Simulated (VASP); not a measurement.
A run of VASP 6.6.1 is set up as follows.

The input INCAR:

```
ALGO     = Normal         # electronic algorithm
DIPOL    = 0.5 0.5 0.487
EDIFF    = 1E-7           # SCF threshold, eV
ENCUT    = 520            # plane-wave cutoff, eV
GGA      = PS             # functional
IDIPOL   = 3            
ISIF     = 2              # what is computed and relaxed
ISMEAR   = 0              # smearing method
LASPH    = T              # aspherical terms in the spheres
LCHARG   = F              # write CHGCAR
LDIPOL   = T            
LREAL    = F              # projectors in reciprocal space
LWAVE    = F              # write WAVECAR
NBANDS   = 33             # bands
NELM     = 80             # most SCF steps
PREC     = Accurate       # precision mode
SIGMA    = 0.1            # smearing width, eV
```

KPOINTS

```
k-points
0
Gamma
  9 9 1
```

POSCAR

```
Si5Mo2
1.0
    3.1900701700      0.0000000000      0.0000000000
    0.0000000000      3.1900701700      0.0000000000
    0.0000000000      0.0000000000     25.4908154018
Si Mo
5 2
Direct
    0.0000000000      0.0000000000      0.3334534367
    0.0000000000      0.0000000000      0.4346712031
    0.5000000000      0.5000000000      0.4838931761
    0.5000000000      0.5000000000      0.5828412971
    0.0000000000      0.5000000000      0.6515885648
    0.5000000000      0.5000000000      0.3840623200
    0.0000000000      0.0000000000      0.5366446909
```

Potentials or basis: VASP PAW PBE potentials, release 64 (Si, Mo_sv).

Run with:

```sh
$ cat potpaw_PBE.64/Si/POTCAR potpaw_PBE.64/Mo_sv/POTCAR > POTCAR
$ mpirun -np 1 vasp_std > vasp.out
```

(1) What does it give for the band gap on the k mesh?

(2) Estimate the largest force.

Answers

(1) zero (bands 24 and 25 overlap by 0.71 eV).

(2) 0.537 eV/Å.

Caveat: the PAW data sets were made with another functional, which shifts forces and pressure a little.
